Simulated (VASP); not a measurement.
Here is a VASP 6.6.1 calculation.

INCAR

```
PREC = Accurate ; ENCUT = 520
EDIFF = 1E-6 ; ISMEAR = -1
SIGMA = 0.15 ; LREAL = F
LASPH = T ; NELM = 60
ALGO = Normal ; ISIF = 2
LWAVE = F ; LCHARG = F
GGA = PS ; NBANDS = 16
```

File KPOINTS:

```
regular mesh
0
Gamma
  11 11 4
```

Contents of POSCAR:

```
C
1.0
    1.2280500000     -2.1270600000      0.0000000000
    1.2280500000      2.1270600000      0.0000000000
    0.0000000000      0.0000000000      7.1732700000
C
4
Direct
    0.0833800000      0.9166200000      0.7531400000
    0.5833800000      0.4166200000      0.2468600000
    0.9166200000      0.0833800000      0.2468600000
    0.4166200000      0.5833800000      0.7531400000
```

Potentials or basis: VASP PAW PBE potentials, release 64 (C).

Command:

```sh
$ cat potpaw_PBE.64/C/POTCAR > POTCAR
$ mpirun -np 1 vasp_std > vasp.out
```

(1) Estimate the largest force.

(2) Estimate the pressure.

Answers

(1) 0.038 eV/Å.

(2) 1.6 GPa.

Caveat: this functional lacks dispersion, which binds the layers, so the pressure and a relaxed spacing across them are unreliable; the PAW data sets were made with another functional, which shifts forces and pressure a little.
